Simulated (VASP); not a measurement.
KCl (Sylvite), 2 atoms in the cell. It takes space group Fm-3m (No. 225, cubic). Conventional cell: a = 6.290 Å, b = 6.290 Å, c = 6.290 Å, α = 90.00°, β = 90.00°, γ = 90.00°. K (site symmetry m-3m) has 6 Cl at 3.14 Å within 4.1 Å. Cl (site symmetry m-3m) has 6 K at 3.14 Å within 4.1 Å. 

| Quantity | Value |
| --- | --- |
| Program | VASP 6.6.1 |
| Task | single point |
| Functional | r2SCAN |
| Potentials or basis | VASP PAW PBE potentials, release 64 (K_sv, Cl) |
| Cutoff | 520 eV |
| k mesh | 6 × 6 × 6 |
| Occupations | gaussian, width 0.01 eV |
| Spin | no spin polarisation |
| Dipole correction | no |
| Further INCAR settings | ALGO = Normal; EDIFF = 1e-07; NBANDS = 15 |

Potentials or basis: VASP PAW PBE potentials, release 64 (K_sv, Cl).

Command:

```console
$ cat potpaw_PBE.64/K_sv/POTCAR potpaw_PBE.64/Cl/POTCAR > POTCAR
$ cp INCAR.step1 INCAR
$ mpirun -np 1 vasp_std > vasp.out
$ cp INCAR.step2 INCAR
$ mpirun -np 1 vasp_std > vasp.out
```

Hardware: 1 thread of Intel Xeon 6975P-C, with other jobs on the host.

How long does it take, and how much memory?

Run time: 86 s on 1 thread of Intel Xeon 6975P-C, on a shared host, peak memory 0.22 GiB. Counts: k points 16.
